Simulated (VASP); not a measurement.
The system is Ga8Sb7As.

```xyz
64
Lattice="12.1180 0.0000 0.0000 0.0000 12.1180 0.0000 0.0000 0.0000 12.1180" Properties=species:S:1:pos:R:3 pbc="T T T"
Ga   12.1131    0.0248   12.0987
Ga   12.0778   12.0976    6.0518
Ga    0.0190    6.0456   12.1142
Ga   12.0984    6.0331    6.0524
Ga    6.0489   12.1149    0.0295
Ga    6.0288   12.1103    6.0325
Ga    6.0562    6.0338   12.0673
Ga    6.0691    6.0608    6.0869
Ga    3.0308    3.0428    0.0216
Ga    3.0338    3.0434    6.0832
Ga    3.0065    9.1031   12.1052
Ga    2.9710    9.0656    6.0598
Ga    9.0885    3.0100   12.0993
Ga    9.0605    3.0297    6.0762
Ga    9.0483    9.0747   12.1160
Ga    9.0835    9.0982    6.0592
Ga    3.0417    0.0138    3.0286
Ga    3.0233   12.0777    9.0937
Ga    3.0434    6.0454    3.0260
Ga    3.0255    6.0544    9.0851
Ga    9.0927    0.0268    3.0188
Ga    9.1045   12.1068    9.0580
Ga    9.0976    6.0717    3.0144
Ga    9.1457    6.0782    9.1012
Ga   12.0720    2.9959    3.0071
Ga    0.0035    3.0364    9.1204
Ga   12.1024    9.0822    3.0214
Ga    0.0296    9.0793    9.0774
Ga    6.0682    3.0501    3.0317
Ga    6.0641    3.0166    9.1126
Ga    6.0721    9.0968    3.0235
Ga    6.0590    9.0961    9.0926
Sb    1.5402    1.4819    1.4866
Sb    1.5377    1.5057    7.5936
Sb    1.5164    7.5812    1.4918
Sb    1.5238    7.5585    7.5982
Sb    7.5486    1.5340    7.5533
Sb    7.5539    7.5487    1.5183
Sb    7.5642    7.5570    7.5821
Sb    4.5626    4.5645    1.5497
Sb    4.5360    4.5043    7.6072
Sb    4.5322   10.6410    7.5438
Sb   10.5719    4.5837    1.5403
Sb   10.5853    4.5671    7.5508
Sb   10.6031   10.6119    1.4903
Sb   10.5918   10.6064    7.5815
Sb    4.5250    1.5118    4.5350
Sb    4.5353    7.5627    4.5212
Sb    4.5507    7.5764   10.6618
Sb   10.6079    1.5324    4.5345
Sb   10.6011    1.5160   10.5652
Sb   10.6058    7.5878    4.5131
Sb   10.5932    7.5629   10.6124
Sb    1.4971    4.5333    4.4938
Sb    1.5146    4.5561   10.5831
Sb    1.5336   10.5641    4.5511
Sb    1.4902   10.5751   10.6058
Sb    7.5638    4.5613    4.5673
Sb    7.5786    4.5124   10.6123
Sb    7.5469   10.6116    4.5709
As    7.5653    1.5361    1.5150
As    4.5589   10.6069    1.5028
As    4.5626    1.5155   10.6070
As    7.5407   10.6125   10.6194
```

```yaml
Program: VASP 6.6.1
Task: relaxation of volume and atoms at fixed shape
Functional: PBEsol
Potentials_or_basis: VASP PAW PBE potentials, release 64 (Ga_d, Sb, As)
Cutoff: 500 eV
k_mesh: 1 × 1 × 1, shifted
Occupations: fermi-dirac, width 0.05 eV
Spin: no spin polarisation
```

At the start: pressure 0.3 GPa; volume 27.80 Å³/atom.

Q: How do energy, volume and symmetry change on relaxing?

A: Over 14 steps the energy falls by 19.1 meV/atom; space group Cm (No. 8, to 0.1 Å) before, P-43m (No. 215, to 0.1 Å).

Step by step:
```
step  energy change (eV)  largest force (eV/Å)  pressure (GPa)  volume (Å³)
   1              0.0000                1.1522            0.26      1779.47
   2             -0.6630                0.6960           -0.22      1791.07
   3             -0.8342                0.4210           -0.53      1800.50
   4             -1.0380                0.2868            0.15      1775.92
   5             -1.0652                0.3452            0.54      1762.78
   6             -1.1778                0.2456            0.04      1777.68
   7             -1.1811                0.2254           -0.05      1780.64
   8             -1.2109                0.1032           -0.04      1780.10
   9             -1.2170                0.0781           -0.03      1779.72
  10             -1.2219                0.0539            0.04      1777.47
  11             -1.2224                0.0500            0.07      1776.47
  12             -1.2241                0.0393           -0.04      1780.13
  13             -1.2241                0.0391           -0.04      1779.87
  14             -1.2253                0.0229           -0.01      1778.98
```

Final structure:
```yaml
crystal:
  lattice:
    - [12.11687, 0.00000, 0.00000]
    - [0.00000, 12.11687, 0.00000]
    - [0.00000, 0.00000, 12.11687]
  atoms:
    - { symbol: Ga, position: [0.99908, 0.00014, 0.99896] }
    - { symbol: Ga, position: [0.99964, 0.99969, 0.49998] }
    - { symbol: Ga, position: [0.00008, 0.49988, 0.00014] }
    - { symbol: Ga, position: [0.99961, 0.49966, 0.49871] }
    - { symbol: Ga, position: [0.49980, 0.00024, 0.00061] }
    - { symbol: Ga, position: [0.49882, 0.00008, 0.49897] }
    - { symbol: Ga, position: [0.50018, 0.49925, 0.99918] }
    - { symbol: Ga, position: [0.49940, 0.50018, 0.50113] }
    - { symbol: Ga, position: [0.25796, 0.24193, 0.99401] }
    - { symbol: Ga, position: [0.25038, 0.24921, 0.49842] }
    - { symbol: Ga, position: [0.25742, 0.75793, 0.00669] }
    - { symbol: Ga, position: [0.24997, 0.75037, 0.50147] }
    - { symbol: Ga, position: [0.74214, 0.24198, 0.00618] }
    - { symbol: Ga, position: [0.74829, 0.24889, 0.50223] }
    - { symbol: Ga, position: [0.74100, 0.75800, 0.99351] }
    - { symbol: Ga, position: [0.74834, 0.75114, 0.49818] }
    - { symbol: Ga, position: [0.25760, 0.99340, 0.24208] }
    - { symbol: Ga, position: [0.25758, 0.00603, 0.75786] }
    - { symbol: Ga, position: [0.25108, 0.49822, 0.24906] }
    - { symbol: Ga, position: [0.25118, 0.50127, 0.75145] }
    - { symbol: Ga, position: [0.74194, 0.00647, 0.24225] }
    - { symbol: Ga, position: [0.74146, 0.99319, 0.75743] }
    - { symbol: Ga, position: [0.74861, 0.50218, 0.24896] }
    - { symbol: Ga, position: [0.74964, 0.49840, 0.75117] }
    - { symbol: Ga, position: [0.00125, 0.24804, 0.24812] }
    - { symbol: Ga, position: [0.99841, 0.24922, 0.75078] }
    - { symbol: Ga, position: [0.99773, 0.75156, 0.24822] }
    - { symbol: Ga, position: [0.00130, 0.75029, 0.75070] }
    - { symbol: Ga, position: [0.50657, 0.24285, 0.24261] }
    - { symbol: Ga, position: [0.49341, 0.24112, 0.75819] }
    - { symbol: Ga, position: [0.49321, 0.75759, 0.24211] }
    - { symbol: Ga, position: [0.50599, 0.75818, 0.75757] }
    - { symbol: Sb, position: [0.12878, 0.12193, 0.12208] }
    - { symbol: Sb, position: [0.12696, 0.12439, 0.62722] }
    - { symbol: Sb, position: [0.12708, 0.62720, 0.12500] }
    - { symbol: Sb, position: [0.12472, 0.62397, 0.62509] }
    - { symbol: Sb, position: [0.62191, 0.12199, 0.62867] }
    - { symbol: Sb, position: [0.62201, 0.62883, 0.12238] }
    - { symbol: Sb, position: [0.62479, 0.62733, 0.62774] }
    - { symbol: Sb, position: [0.37718, 0.37111, 0.12280] }
    - { symbol: Sb, position: [0.37521, 0.37192, 0.62782] }
    - { symbol: Sb, position: [0.37654, 0.87697, 0.62828] }
    - { symbol: Sb, position: [0.87240, 0.37285, 0.12454] }
    - { symbol: Sb, position: [0.87471, 0.37474, 0.62478] }
    - { symbol: Sb, position: [0.87030, 0.87732, 0.12219] }
    - { symbol: Sb, position: [0.87226, 0.87501, 0.62718] }
    - { symbol: Sb, position: [0.37621, 0.12351, 0.37051] }
    - { symbol: Sb, position: [0.37519, 0.62707, 0.37291] }
    - { symbol: Sb, position: [0.37717, 0.62914, 0.87737] }
    - { symbol: Sb, position: [0.87238, 0.12458, 0.37305] }
    - { symbol: Sb, position: [0.87040, 0.12303, 0.87596] }
    - { symbol: Sb, position: [0.87431, 0.62592, 0.37430] }
    - { symbol: Sb, position: [0.87237, 0.62748, 0.87604] }
    - { symbol: Sb, position: [0.12473, 0.37399, 0.37368] }
    - { symbol: Sb, position: [0.12735, 0.37229, 0.87572] }
    - { symbol: Sb, position: [0.12683, 0.87526, 0.37236] }
    - { symbol: Sb, position: [0.12839, 0.87678, 0.87696] }
    - { symbol: Sb, position: [0.62427, 0.37353, 0.37352] }
    - { symbol: Sb, position: [0.62312, 0.37046, 0.87632] }
    - { symbol: Sb, position: [0.62238, 0.87704, 0.37079] }
    - { symbol: As, position: [0.62092, 0.12143, 0.12141] }
    - { symbol: As, position: [0.37865, 0.87875, 0.12121] }
    - { symbol: As, position: [0.37848, 0.12055, 0.87924] }
    - { symbol: As, position: [0.62027, 0.87919, 0.87886] }
```

Caveat: the PAW data sets were made with another functional, which shifts forces and pressure a little.
